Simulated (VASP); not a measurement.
# CdGeAs2 (P-4m2) in VASP: further runs, part 3 of 3

VASP 6.6.1. The steps go on from the part before.

## Step 7: Relaxation of cell and atoms, LDA

This run uses another cell than the first one, of 26.44 Å³/atom.

INCAR

```
PREC = Accurate
ENCUT = 500
EDIFF = 1E-7
ISMEAR = -1
SIGMA = 0.02
LREAL = False
LASPH = True
NELM = 120
ALGO = Normal
ISIF = 3
LWAVE = False
LCHARG = False
GGA = CA
IBRION = 2
NSW = 80
EDIFFG = -0.005
GGA_COMPAT = False
NELMIN = 4
```

KPOINTS

```
regular mesh
0
Gamma
  6 6 4
```

POSCAR

```
CdGeAs2
1.0
    4.1464271572      0.0000000000      0.0000000000
    0.0000000000      4.1464271572      0.0000000000
    0.0000000000      0.0000000000      6.1513365469
Cd As Ge
1 2 1
Direct
    0.0000000000      0.0000000000      0.0000000000
    0.0000000000      0.5000000000      0.2656376287
    0.5000000000      0.0000000000      0.7343623713
    0.5000000000      0.5000000000      0.5000000000
```

Potentials or basis: VASP PAW LDA potentials, release 64 (Cd, As, Ge_d).

Run with:

```bash
$ cat potpaw_LDA.64/Cd/POTCAR potpaw_LDA.64/As/POTCAR potpaw_LDA.64/Ge_d/POTCAR > POTCAR
$ mpirun -np 1 vasp_std > vasp.out
```

OUTCAR:

```text
PREC = Accurate
   ENCUT = 500
   EDIFF = 1E-7
   ISMEAR = -1
   LREAL = False
   LASPH = True
   NELM = 120
   ISIF = 3
   GGA = CA
   IBRION = 2
   NSW = 80
   EDIFFG = -0.005
   NELMIN = 4

 ion  position               nearest neighbor table
   1  0.000  0.000  0.000-   2 2.64   3 2.64   2 2.64   3 2.64
   2  0.000  0.500  0.266-   4 2.53   4 2.53   1 2.64   1 2.64
   3  0.500  0.000  0.734-   4 2.53   4 2.53   1 2.64   1 2.64
   4  0.500  0.500  0.500-   2 2.53   3 2.53   3 2.53   2 2.53

  LATTYP: Found a simple tetragonal cell.
 ALAT       =     4.1464271572
 C/A-ratio  =     1.4835269772

  Lattice vectors:

 A1 = (   4.1464271572,   0.0000000000,   0.0000000000)
 A2 = (   0.0000000000,   4.1464271572,   0.0000000000)
 A3 = (   0.0000000000,   0.0000000000,   6.1513365469)

Analysis of symmetry for initial positions (statically):
=====================================================================
 Subroutine PRICEL returns:
 Original cell was already a primitive cell.

 Routine SETGRP: Setting up the symmetry group for a
 simple tetragonal supercell.

 Subroutine GETGRP returns: Found  8 space group operations
 (whereof  8 operations were pure point group operations)
 out of a pool of 16 trial point group operations.

The static configuration has the point symmetry D_2d.

Analysis of symmetry for dynamics (positions and initial velocities):
=====================================================================
 Subroutine PRICEL returns:
 Original cell was already a primitive cell.

 Routine SETGRP: Setting up the symmetry group for a
 simple tetragonal supercell.

 Subroutine GETGRP returns: Found  8 space group operations
 (whereof  8 operations were pure point group operations)
[... 128 lines left out ...]
  Fermi-wavevector in a.u.,A,eV,Ry     =   1.143062  2.160074 17.777248  1.306591
  Thomas-Fermi vector in A             =   2.279758
   LORBIT       =      0    0 simple, 1 ext, 2 COOP (PROOUT), +10 PAW based schemes
   GGA     = CA    functional components
   LHFCALC =     F    Hartree Fock is set to
   AEXX    =    0.0000 exact exchange contribution
   IVDW    =     0    specifies the selected vdW correction
   LEPSILON=     F    determine dielectric tensor
   LRPA    =     F    only Hartree local field effects (RPA)
 conjugate gradient relaxation of ions
 non-spin polarized calculation
  energy-cutoff  :      500.00
  volume of cell :      105.76
 maximum number of plane-waves:      2711
   NGX = 15   NGY = 15   NGZ = 23

--------------------------------------- Ionic step        1  -------------------------------------------

 number of electron      36.0000018 magnetization

 Free energy of the ion-electron system (eV)
  ---------------------------------------------------
  ext. energy  EPLUGINS =         0.00000000
  ---------------------------------------------------
  free energy    TOTEN  =       -17.33793574 eV

  energy without entropy =      -17.33613334  energy(sigma->0) =      -17.33703454

------------------------ aborting loop because EDIFF is reached ----------------------------------------

  FORCE on cell =-STRESS in cart. coord.  units (eV):
  Direction    XX          YY          ZZ          XY          YZ          ZX
  --------------------------------------------------------------------------------------
  -------------------------------------------------------------------------------------
  Total       -2.6197845     -2.6197845     -2.8865154      0.0000000      0.0000000     -0.0000000
  in kB      -39.6879422    -39.6879422    -43.7287331      0.0000000      0.0000000     -0.0000000
  external PRESSURE =     -41.0348725 kB  Pullay stress =       0.0000000 kB
[... 291 lines left out ...]
--------------------------------------- Ionic step        9  -------------------------------------------

 number of electron      35.9999975 magnetization

 Free energy of the ion-electron system (eV)
  ---------------------------------------------------
  ext. energy  EPLUGINS =         0.00000000
  ---------------------------------------------------
  free energy    TOTEN  =       -17.44441515 eV

  energy without entropy =      -17.44269879  energy(sigma->0) =      -17.44355697

 E-fermi :   3.3263     XC(G=0):  -9.7769

 val. band max:        3.1504466629   @ k =   0.3333   0.0000   0.0000
 cond. band min:       3.3395231949   @ k =   0.3333   0.0000   0.2500
 fundamental gap:      0.1890765320
 Fermi energy:         3.3262845977

 k-point     1 :       0.0000    0.0000    0.0000
  band No.  band energies     occupation
      1     -22.0184      2.00000
      2     -22.0184      2.00000
      3     -22.0136      2.00000
      4     -22.0066      2.00000
      5     -21.9813      2.00000
      6      -9.8763      2.00000
[... 589 lines left out ...]
     21       6.5731      0.00000
     22       6.8587      0.00000

 [... further k-points ...]

------------------------ aborting loop because EDIFF is reached ----------------------------------------

  FORCE on cell =-STRESS in cart. coord.  units (eV):
  Direction    XX          YY          ZZ          XY          YZ          ZX
  --------------------------------------------------------------------------------------
  -------------------------------------------------------------------------------------
  Total        0.0128001      0.0128001     -0.0134840      0.0000000      0.0000000      0.0000000
  in kB        0.2090688      0.2090688     -0.2202387      0.0000000      0.0000000      0.0000000
  external PRESSURE =       0.0659663 kB  Pullay stress =       0.0000000 kB
[... 19 lines left out ...]
  FREE ENERGIE OF THE ION-ELECTRON SYSTEM (eV)
  ---------------------------------------------------
  free  energy   TOTEN  =       -17.4444151464 eV

  energy  without entropy=      -17.4426987877  energy(sigma->0) =      -17.44355697

 reached required accuracy - stopping structural energy minimisation
```

CONTCAR:

```text
CdGeAs2
   1.00000000000000
     4.0503708067313653    0.0000000000000000   -0.0000000000000000
     0.0000000000000000    4.0503708067313653    0.0000000000000000
    -0.0000000000000000    0.0000000000000000    5.9792207732153893
  Cd              As              Ge
     1     2     1
Direct
     0.0000000000000000    0.0000000000000000    0.0000000000000000
     0.0000000000000000    0.5000000000000000    0.2639712302987762
     0.5000000000000000    1.0000000000000000    0.7360287697012240
     0.5000000000000000    0.5000000000000000    0.5000000000000000

  0.00000000E+00  0.00000000E+00  0.00000000E+00
  0.00000000E+00  0.00000000E+00  0.00000000E+00
  0.00000000E+00  0.00000000E+00  0.00000000E+00
  0.00000000E+00  0.00000000E+00  0.00000000E+00
```

Wall time 4.5 min (1 thread of Intel Xeon Platinum 8259CL at 2.50GHz (Skylake/Cascade Lake), shared host); peak memory 0.22 GiB.

Results:

- Free energy: -17.4444 eV
- Relaxed volume: 24.52 Å³/atom
- Relaxed cell: a = 4.050 Å, b = 4.050 Å, c = 5.979 Å, α = 90.00°, β = 90.00°, γ = 90.00°
- Space group after relaxing (to 0.1 Å): P-4m2 (No. 115)
- Energy gained by relaxing: 26.6 meV/atom
- Ionic steps: 9
- Pressure after relaxing: 0.0 GPa
- Band gap on the k mesh: zero (bands 18 and 19 overlap by 0.36 eV)

Step by step:
```tsv
step	energy change (eV)	largest force (eV/Å)	pressure (GPa)	volume (Å³)
1	0.0000	0.0925	-4.10	105.76
2	-0.0940	0.0643	1.67	95.73
3	-0.1059	0.0749	0.02	98.07
4	-0.1059	0.0754	-0.08	98.22
5	-0.1063	0.0368	-0.08	98.22
6	-0.1064	0.0029	-0.08	98.23
7	-0.1065	0.0013	0.06	98.02
8	-0.1065	0.0017	0.02	98.07
9	-0.1065	0.0012	0.01	98.09
```

Final structure:
```
Cd As Ge
1.0
     4.05037    0.00000    0.00000
     0.00000    4.05037    0.00000
     0.00000    0.00000    5.97922
Cd As Ge
1 2 1
Direct
  0.00000 0.00000 0.00000
  0.00000 0.50000 0.26397
  0.50000 0.00000 0.73603
  0.50000 0.50000 0.50000
```

Levels at points of the mesh, in eV from the Fermi level:
```tsv
k point	band 16	band 17	band 18	band 19	band 20	band 21
(0.00, 0.00, 0.00)	-0.98	-0.41	0.12	0.12	0.59	2.23
(0.50, 0.00, 0.00)	-3.64	-2.49	-0.36	0.62	3.84	4.15
(0.50, 0.50, 0.00)	-2.95	-2.95	-2.01	0.94	1.12	1.12
(0.00, 0.00, 0.50)	-2.87	-0.92	-0.92	0.64	0.85	3.36
(0.50, 0.00, 0.50)	-1.87	-1.15	-0.70	-0.24	1.65	3.25
(0.50, 0.50, 0.50)	-3.55	-3.55	-3.15	2.53	3.71	3.71
```

## Step 8: Summary

```csv
task,level,potentials or basis,cell,cutoff (eV),gap on the mesh (eV),pressure (GPa),relaxed volume (Å³/atom),largest force (eV/Å)
single point,LDA,"VASP PAW LDA potentials, release 64 (Cd, As, Ge_d)","a = 4.076, b = 4.076, c = 6.118 Å, 4 atoms, atomic positions A",500,none,-2.2,-,0.18
single point,PBE,"VASP PAW PBE potentials, release 64 (Cd, As, Ge_d)","a = 4.146, b = 4.146, c = 6.151 Å, 4 atoms, atomic positions A",500,none,0.2,-,0.01
single point,r2SCAN,"VASP PAW PBE potentials, release 64 (Cd, As, Ge_d)","a = 4.076, b = 4.076, c = 6.118 Å, 4 atoms, atomic positions A",550,none,0.1,-,0.01
relaxation of cell and atoms,PBE,"VASP PAW PBE potentials, release 64 (Cd, As, Ge_d)","relaxed from a = 4.050, b = 4.050, c = 5.728 Å, 4 atoms, atomic positions B",500,none,0.0,26.50,-
relaxation of cell and atoms,PBEsol,"VASP PAW PBE potentials, release 64 (Cd, As, Ge_d)","relaxed from a = 4.146, b = 4.146, c = 6.151 Å, 4 atoms, atomic positions A",500,none,0.0,25.24,-
relaxation of cell and atoms,LDA,"VASP PAW LDA potentials, release 64 (Cd, As, Ge_d)","relaxed from a = 4.146, b = 4.146, c = 6.151 Å, 4 atoms, atomic positions A",500,none,0.0,24.52,-
```

Alike in all rows: no spin polarisation; k mesh 6 × 6 × 4; smearing fermi-dirac 0.02 eV.

Caveats: the PAW data sets were made with another functional, which shifts forces and pressure a little (at least some runs).

Absolute energies hang on the potentials; compare differences alone.
